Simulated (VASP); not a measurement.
# MoS2 (P6_3/mmc) in VASP: further runs

MoS2 is run at these levels: PBEsol; tasks: single point.

Program: VASP 6.6.1. These are calculated values, not measurements. Logs are shortened: lines on timing, memory, paths and dates and some standing lists are left out, and cuts for length are marked.

**The experiment to reproduce.**

From “Multiwavelength excitation Raman Scattering Analysis of bulk and 2 dimensional MoS2: Vibrational properties of atomically thin MoS2 layers”, 2015, arxiv:1506.03228, for a bulk crystal of MoS2 at 300 K: band gap 1.3 eV (indirect).

The results are compared with them further down.

## 1. The cell of the first run

The structure is hexagonal, space group P6_3/mmc (No. 194). The conventional cell has a = 3.142 Å, b = 3.142 Å, c = 12.570 Å, α = 90.00°, β = 90.00°, γ = 120.00°. Mo (site symmetry -6m2) has 6 S at 2.39 Å and 6 Mo at 3.14 Å within 3.2 Å. Within 3.2 Å of S (site symmetry 3m) lie 3 Mo at 2.39 Å and 7 S at 3.12 to 3.14 Å.

## 2. Single point, PBEsol

Input file INCAR:

```
SYSTEM = MoS2
PREC = Accurate
ENCUT = 520
EDIFF = 1E-7
ISMEAR = 1
SIGMA = 0.143
LREAL = .FALSE.
LASPH = .TRUE.
NELM = 60
ALGO = Normal
ISIF = 2
LWAVE = .FALSE.
LCHARG = .FALSE.
GGA = PS
NBANDS = 35
```

Input file KPOINTS:

```
regular mesh
0
G
  12 12 2
  0 0 0
```

Input file POSCAR:

```
MoS2
1.0
    3.1416453611      0.0000000000      0.0000000000
   -1.5708226806      2.7207446923      0.0000000000
    0.0000000000      0.0000000000     12.5702639933
Mo S
2 4
Direct
    0.3333333333      0.6666666667      0.2500000000
    0.6666666667      0.3333333333      0.7500000000
    0.3333333333      0.6666666667      0.6259932117
    0.6666666667      0.3333333333      0.1259932117
    0.3333333333      0.6666666667      0.8740067883
    0.6666666667      0.3333333333      0.3740067883
```

Potentials or basis: VASP PAW PBE potentials, release 64 (Mo_sv, S).

Command:

```
cat potpaw_PBE.64/Mo_sv/POTCAR potpaw_PBE.64/S/POTCAR > POTCAR
mpirun -np 1 vasp_std > vasp.out
```

OUTCAR:

```text
SYSTEM = MoS2
   PREC = Accurate
   ENCUT = 520
   EDIFF = 1E-7
   ISMEAR = 1
   LREAL = .FALSE.
   LASPH = .TRUE.
   NELM = 60
   ISIF = 2
   GGA = PS

 ion  position               nearest neighbor table
   1  0.333  0.667  0.250-   4 2.39   6 2.39   4 2.39   6 2.39   4 2.39   6 2.39
   2  0.667  0.333  0.750-   3 2.39   5 2.39   3 2.39   5 2.39   3 2.39   5 2.39
   3  0.333  0.667  0.626-   2 2.39   2 2.39   2 2.39
   4  0.667  0.333  0.126-   1 2.39   1 2.39   1 2.39
   5  0.333  0.667  0.874-   2 2.39   2 2.39   2 2.39
   6  0.667  0.333  0.374-   1 2.39   1 2.39   1 2.39

  LATTYP: Found a hexagonal cell.
 ALAT       =     3.1416453611
 C/A-ratio  =     4.0011721721

  Lattice vectors:

 A1 = (   3.1416453611,   0.0000000000,   0.0000000000)
 A2 = (  -1.5708226806,   2.7207446923,   0.0000000000)
 A3 = (   0.0000000000,   0.0000000000,  12.5702639933)

Analysis of symmetry for initial positions (statically):
=====================================================================
 Subroutine PRICEL returns:
 Original cell was already a primitive cell.

 Routine SETGRP: Setting up the symmetry group for a
 hexagonal supercell.

 Subroutine GETGRP returns: Found 24 space group operations
 (whereof 12 operations were pure point group operations)
 out of a pool of 24 trial point group operations.

The static configuration has the point symmetry D_3d.
 The point group associated with its full space group is D_6h.

Analysis of symmetry for dynamics (positions and initial velocities):
=====================================================================
 Subroutine PRICEL returns:
 Original cell was already a primitive cell.

 Routine SETGRP: Setting up the symmetry group for a
 hexagonal supercell.

 Subroutine GETGRP returns: Found 24 space group operations
 (whereof 12 operations were pure point group operations)
 out of a pool of 24 trial point group operations.

The dynamic configuration has the point symmetry D_3d.
 The point group associated with its full space group is D_6h.

 Subroutine INISYM returns: Found 24 space group operations
 (whereof 12 operations are pure point group operations),
 and found     1 'primitive' translations

----------------------------------------------------------------------------------------

                                     Primitive cell

  volume of cell :     107.4458

  direct lattice vectors                    reciprocal lattice vectors
     3.141645361  0.000000000  0.000000000     0.318304546  0.183773215  0.000000000
    -1.570822681  2.720744692  0.000000000     0.000000000  0.367546431  0.000000000
     0.000000000  0.000000000 12.570263993     0.000000000  0.000000000  0.079552824

  length of vectors
     3.141645361  3.141645361 12.570263993     0.367546431  0.367546431  0.079552824

  position of ions in fractional coordinates (direct lattice)
     0.333333333  0.666666667  0.250000000
     0.666666667  0.333333333  0.750000000
     0.333333333  0.666666667  0.625993212
     0.666666667  0.333333333  0.125993212
     0.333333333  0.666666667  0.874006788
     0.666666667  0.333333333  0.374006788

  ion indices of the primitive-cell ions
   primitive index   ion index
                 1           1
                 2           2
                 3           3
                 4           4
                 5           5
                 6           6

----------------------------------------------------------------------------------------

 KPOINTS: regular mesh

Automatic generation of k-mesh.
 Grid dimensions read from file:
 generate k-points for:   12   12    2

 Generating k-lattice:

  Cartesian coordinates                     Fractional coordinates (reciprocal lattice)
     0.026525379  0.015314435  0.000000000     0.083333333 -0.000000000  0.000000000
     0.000000000  0.030628869  0.000000000     0.000000000  0.083333333  0.000000000
     0.000000000  0.000000000  0.039776412     0.000000000  0.000000000  0.500000000

  Length of vectors
     0.030628869  0.030628869  0.039776412

  Shift w.r.t. Gamma in fractional coordinates (k-lattice)
     0.000000000  0.000000000  0.000000000

 Subroutine IBZKPT returns following result:
 ===========================================

 Found     38 irreducible k-points:

 Following reciprocal coordinates:
            Coordinates               Weight
  0.000000  0.000000  0.000000      1.000000
  0.083333  0.000000  0.000000      6.000000
  0.166667 -0.000000  0.000000      6.000000
  0.250000  0.000000  0.000000      6.000000
  0.333333 -0.000000  0.000000      6.000000
  0.416667  0.000000  0.000000      6.000000
[... 16 lines left out ...]
  0.250000  0.000000  0.500000      6.000000
  0.333333 -0.000000  0.500000      6.000000
 [... further k-points ...]
   k-points           NKPTS =     38   k-points in BZ     NKDIM =     38   number of bands    NBANDS=     35
   number of dos      NEDOS =    301   number of ions     NIONS =      6
   total plane-waves  NPLWV =  55296
   dimension x,y,z NGX =    24 NGY =   24 NGZ =   96
   dimension x,y,z NGXF=    48 NGYF=   48 NGZF=  192
   ions per type =               2   4
   NGX,Y,Z   is equivalent  to a cutoff of  12.70, 12.70, 12.70 a.u.
   NGXF,Y,Z  is equivalent  to a cutoff of  25.40, 25.40, 25.39 a.u.
 SYSTEM =  MoS2
   PREC   = accura    normal or accurate (medium, high low for compatibility)
   ISTART =      0    job   : 0-new  1-cont  2-samecut
   ICHARG =      2    charge: 1-file 2-atom 10-const
   ISPIN  =      1    spin polarized calculation?
   LNONCOLLINEAR =      F non collinear calculations
   LSORBIT =      F    spin-orbit coupling
   LASPH  =      T    aspherical Exc in radial PAW
   ENCUT  =  520.0 eV  38.22 Ry    6.18 a.u.   5.84  5.84 23.37*2*pi/ulx,y,z
   NELM   =     60;   NELMIN=  2; NELMDL= -5     # of ELM steps
   EDIFF  = 0.1E-06   stopping-criterion for ELM
   LREAL  =      F    real-space projection
   EDIFFG = 0.1E-05   stopping-criterion for IOM
   NSW    =      0    number of steps for IOM
   IBRION =     -1    ionic relax: 0-MD 1-quasi-New 2-CG
   NFREE  =      0    steps in history (QN), initial steepest desc. (CG)
   ISIF   =      2    stress and relaxation
   ISYM   =      2    0-nonsym 1-usesym 2-fastsym
   POTIM  = 0.5000    time-step for ionic-motion
   TEBEG  =    0.0;   TEEND  =   0.0 temperature during run
   PSTRESS=    0.0 pullay stress
   NELECT =      52.0000    total number of electrons
   NUPDOWN=      -1.0000    fix difference up-down
   EMIN   =  10.00;   EMAX   =-10.00  energy-range for DOS
   EFERMI =   0.00;   METHOD = LEGACY
   ISMEAR =     1;   SIGMA  =   0.14  broadening in eV -4-tet -1-fermi 0-gaus
   EFERMI_NEDOS =   21; number of points for ismear=-14 and -15
   IALGO  =     38    algorithm
   IMIX   =      4    mixing-type and parameters
     AMIX     =   0.40;   BMIX     =  1.00
     AMIX_MAG =   1.60;   BMIX_MAG =  1.00
  volume/ion in A,a.u.               =      17.91       120.85
  Fermi-wavevector in a.u.,A,eV,Ry     =   1.285325  2.428911 22.477633  1.652059
  Thomas-Fermi vector in A             =   2.417466
   LORBIT       =      0    0 simple, 1 ext, 2 COOP (PROOUT), +10 PAW based schemes
   GGA     = PS    functional components
   LHFCALC =     F    Hartree Fock is set to
   AEXX    =    0.0000 exact exchange contribution
   IVDW    =     0    specifies the selected vdW correction
   LEPSILON=     F    determine dielectric tensor
   LRPA    =     F    only Hartree local field effects (RPA)
 non-spin polarized calculation
 Methfessel and Paxton  Order N= 1 SIGMA  =   0.14
  energy-cutoff  :      520.00
  volume of cell :      107.45
 maximum number of plane-waves:      2922
 NGX is ok and might be reduce to    24
   NGX = 11   NGY = 11   NGZ = 47

 number of electron      52.0000003 magnetization

 Free energy of the ion-electron system (eV)
  ---------------------------------------------------
  ext. energy  EPLUGINS =         0.00000000
  ---------------------------------------------------
  free energy    TOTEN  =       -46.90560135 eV

  energy without entropy =      -46.90575050  energy(sigma->0) =      -46.90565107

 E-fermi :   7.3549     XC(G=0): -10.9285

 val. band max:        7.2707306794   @ k =   0.0000   0.0000   0.0000
 cond. band min:       8.2618549572   @ k =   0.1667   0.1667   0.0000
 fundamental gap:      0.9911242778
 Fermi energy:         7.3548726640

 k-point     1 :       0.0000    0.0000    0.0000
  band No.  band energies     occupation
      1     -54.0165      2.00000
      2     -54.0165      2.00000
      3     -28.2278      2.00000
      4     -28.2277      2.00000
      5     -27.9655      2.00000
      6     -27.9655      2.00000
[... 27 lines left out ...]
     34       9.9037     -0.00000
     35      12.9572      0.00000

 k-point     2 :       0.0833    0.0000    0.0000
  band No.  band energies     occupation
      1     -54.0135      2.00000
      2     -54.0135      2.00000
      3     -28.2219      2.00000
      4     -28.2218      2.00000
      5     -27.9953      2.00000
      6     -27.9953      2.00000
[... 27 lines left out ...]
     34       9.7882     -0.00000
     35      13.4789      0.00000

 k-point     3 :       0.1667   -0.0000    0.0000
  band No.  band energies     occupation
      1     -54.0052      2.00000
      2     -54.0052      2.00000
      3     -28.2058      2.00000
      4     -28.2058      2.00000
      5     -28.0760      2.00000
      6     -28.0760      2.00000
[... 27 lines left out ...]
     34      10.2421      0.00000
     35      14.4581      0.00000
[... 723 lines left out ...]
 k-point    23 :       0.2500    0.0000    0.5000
  band No.  band energies     occupation
      1     -53.9939      2.00000
      2     -53.9939      2.00000
      3     -28.1846      2.00000
      4     -28.1846      2.00000
      5     -28.1837      2.00000
      6     -28.1837      2.00000
[... 27 lines left out ...]
     34      10.6293      0.00000
     35      14.7344      0.00000

 k-point    24 :       0.3333   -0.0000    0.5000
  band No.  band energies     occupation
      1     -53.9826      2.00000
      2     -53.9826      2.00000
      3     -28.2915      2.00000
      4     -28.2915      2.00000
      5     -28.1616      2.00000
      6     -28.1616      2.00000
[... 27 lines left out ...]
     34      10.9371      0.00000
     35      14.0821      0.00000

 [... further k-points ...]
[... 5 lines left out ...]
  --------------------------------------------------------------------------------------
  -------------------------------------------------------------------------------------
  Total       -0.0058777     -0.0058777      0.0130414      0.0000000     -0.0000000      0.0000000
  in kB       -0.0876457     -0.0876457      0.1944666      0.0000000     -0.0000000      0.0000000
  external PRESSURE =       0.0063917 kB  Pullay stress =       0.0000000 kB

 VOLUME and BASIS-vectors are now :
 -----------------------------------------------------------------------------
  energy-cutoff  :      520.00
  volume of cell :      107.45
      direct lattice vectors                 reciprocal lattice vectors
     3.141645361  0.000000000  0.000000000     0.318304546  0.183773215  0.000000000
    -1.570822681  2.720744692  0.000000000     0.000000000  0.367546431  0.000000000
     0.000000000  0.000000000 12.570263993     0.000000000  0.000000000  0.079552824

 POSITION                                       TOTAL-FORCE (eV/Angst)
 -----------------------------------------------------------------------------------
     -0.00000      1.81383      3.14257        -0.000000     -0.000000      0.000000
      1.57082      0.90691      9.42770        -0.000000      0.000000      0.000000
     -0.00000      1.81383      7.86890        -0.000000     -0.000000     -0.003661
      1.57082      0.90691      1.58377         0.000000      0.000000     -0.003661
     -0.00000      1.81383     10.98650        -0.000000     -0.000000      0.003661
      1.57082      0.90691      4.70136         0.000000      0.000000      0.003661
 -----------------------------------------------------------------------------------
    total drift:                                0.000000     -0.000000      0.000000

  FREE ENERGIE OF THE ION-ELECTRON SYSTEM (eV)
  ---------------------------------------------------
  free  energy   TOTEN  =       -46.9056013526 eV

  energy  without entropy=      -46.9057505001  energy(sigma->0) =      -46.90565107
```

It took 100 s on 1 thread of Intel Xeon Platinum 8488C (Sapphire Rapids), shared host; peak memory 0.27 GiB.

What came out:

```yaml
Free_energy: -46.9056 eV
Pressure: 0.0 GPa
Largest_force: 0.004 eV/Å
Band_gap_on_the_k_mesh: 0.99 eV, indirect (least direct gap 1.74 eV)
```

Forces in eV/Å, atoms in the order of the input:
```
Mo   0.000  0.000  0.000
Mo   0.000  0.000  0.000
S    0.000  0.000 -0.004
S    0.000  0.000 -0.004
S    0.000  0.000  0.004
S    0.000  0.000  0.004
```

Caveat: the PAW data sets were made with another functional, which shifts forces and pressure a little; this functional lacks dispersion, which binds the layers, so the pressure and a relaxed spacing across them are unreliable.

## 3. Single point, PBEsol

Input file INCAR:

```
SYSTEM = MoS2
PREC     = Accurate       ! precision mode
ENCUT    = 520            ! plane-wave cutoff, eV
EDIFF    = 1E-6           ! SCF threshold, eV
ISMEAR   = 0              ! smearing method
SIGMA    = 0.02           ! smearing width, eV
LREAL    = .FALSE.        ! projectors in reciprocal space
LASPH    = .TRUE.         ! aspherical terms in the spheres
NELM     = 60             ! most SCF steps
ALGO     = Normal         ! electronic algorithm
ISIF     = 2              ! what is computed and relaxed
LWAVE    = .FALSE.        ! write WAVECAR
LCHARG   = .TRUE.         ! write CHGCAR
GGA      = PS             ! functional
LELF     = .TRUE.         ! ELF
LVHAR    = .TRUE.       
NBANDS   = 35             ! bands
```

Input file KPOINTS:

```
regular mesh
0
G
  12 12 4
  0 0 0
```

POSCAR is that of step 2.

Potentials or basis: VASP PAW PBE potentials, release 64 (Mo_sv, S).

Command:

```
cat potpaw_PBE.64/Mo_sv/POTCAR potpaw_PBE.64/S/POTCAR > POTCAR
mpirun -np 1 vasp_std > vasp.out
```

Wall time 3.2 min (1 thread of Intel Xeon Platinum 8488C (Sapphire Rapids), shared host); peak memory 0.31 GiB.

Results (log left out):

```yaml
Free_energy: -46.9058 eV
Pressure: 0.0 GPa
Largest_force: 0.004 eV/Å
Band_gap_on_the_k_mesh: 0.99 eV, indirect (least direct gap 1.74 eV)
```

Forces on the atoms (eV/Å):
```
Mo   0.000  0.000  0.000
Mo   0.000  0.000  0.000
S    0.000  0.000 -0.004
S    0.000  0.000 -0.004
S    0.000  0.000  0.004
S    0.000  0.000  0.004
```

Levels at points of the mesh, in eV from the valence-band top:
```tsv
k point	band 22	band 23	band 24	band 25	band 26	band 27	band 28	band 29	band 30	band 31
(0.00, 0.00, 0.00)	-2.04	-2.04	-1.31	-1.13	0.00	2.29	2.29	2.31	2.31	2.50
(0.50, 0.00, 0.00)	-2.45	-1.56	-1.41	-1.32	-1.23	1.80	1.83	2.19	2.45	3.01
(0.00, 0.00, 0.50)	-2.05	-2.05	-2.05	-0.29	-0.29	2.29	2.29	2.29	2.29	2.57
(0.50, 0.00, 0.50)	-2.57	-1.48	-1.48	-1.27	-1.27	1.82	1.82	2.33	2.33	3.35
```

Caveat: the PAW data sets were made with another functional, which shifts forces and pressure a little; this functional lacks dispersion, which binds the layers, so the pressure and a relaxed spacing across them are unreliable.

(Part 1 of 2 ends here.)
